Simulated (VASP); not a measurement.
Co, 4 atoms in the cell. The structure is hexagonal, space group P6_3/mmc (No. 194). Conventional cell: a = 2.471 Å, b = 2.471 Å, c = 8.088 Å, α = 90.00°, β = 90.00°, γ = 120.00°. Co (site symmetry -3m) has 12 Co at 2.47 Å within 3.3 Å. Co (site symmetry -6m2) has 12 Co at 2.47 Å within 3.3 Å. 

| Property | Result |
| --- | --- |
| Program | VASP 6.6.1 |
| Task | single point |
| Functional | PBE |
| Potentials or basis | VASP PAW PBE potentials, release 64 (Co) |
| Cutoff | 520 eV |
| k mesh | 12 × 12 × 3 |
| Occupations | fermi-dirac, width 0.15 eV |
| Spin | collinear spin, ferromagnetic start |
| Starting moments | [3.2, 3.2, 3.2, 3.2] μB |
| Dipole correction | no |
| Further INCAR settings | ALGO = Normal; EDIFF = 1e-06; NBANDS = 30 |

Potentials or basis: VASP PAW PBE potentials, release 64 (Co).

The run is started by

```console
$ cat potpaw_PBE.64/Co/POTCAR > POTCAR
$ mpirun -np 1 vasp_std > vasp.out
```

Hardware: 1 thread of AMD EPYC 9R45 (Zen 5), on a shared host.

Task: How long does it take, and how much memory?

Result: It took 42 s on 1 thread of AMD EPYC 9R45 (Zen 5), with other jobs on the host, peak memory 0.17 GiB. Counts: scf iterations 16, k points 38.
